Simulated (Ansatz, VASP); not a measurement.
# One calculation of Pt, two programs

```
Pt
1.0
     0.00000   -1.98496   -1.98496
     0.00000    1.98496   -1.98496
     3.96993    0.00000    0.00000
Pt
2
Direct
  0.55995 0.50000 0.50000
  0.94005 0.00000 0.00000
```

Change from the starting cell: mode 4 frozen in at -0.119 Å and mode 5 at -0.119 Å (largest displacements).

Alike in both runs: task single point; functional PBE; k mesh 16 × 16 × 12; occupations gaussian, width 0.15 eV; no spin polarisation.

|  | VASP | Ansatz |
| --- | --- | --- |
| version | VASP 6.6.1 | Ansatz 0.2.0 |
| potentials or method | VASP PAW PBE potentials, release 64 (Pt), cutoff 520 eV | scalar-relativistic, plane waves, PAW |
| valence electrons in the cell | 20 | 36 |

```tsv
	VASP	Ansatz	Ansatz less VASP
gap on the k mesh at the Fermi level (eV)	none	none	-
pressure (GPa)	5.7	6.2	+0.50
traceless stress, the component that is largest in VASP (GPa)	4.58	4.65	+0.071
rms of the force components (eV/Å)	0.686	0.693	+0.0065
```

Atom by atom the forces differ by 0.006 eV/Å (rms over components). A gap of «none» marks a metal or a gap that the smearing closes. VASP's potentials hold 20 valence electrons a cell and Ansatz's 36, so a difference there can come from the potentials and not from the codes.

Neither program's run includes spin-orbit coupling.
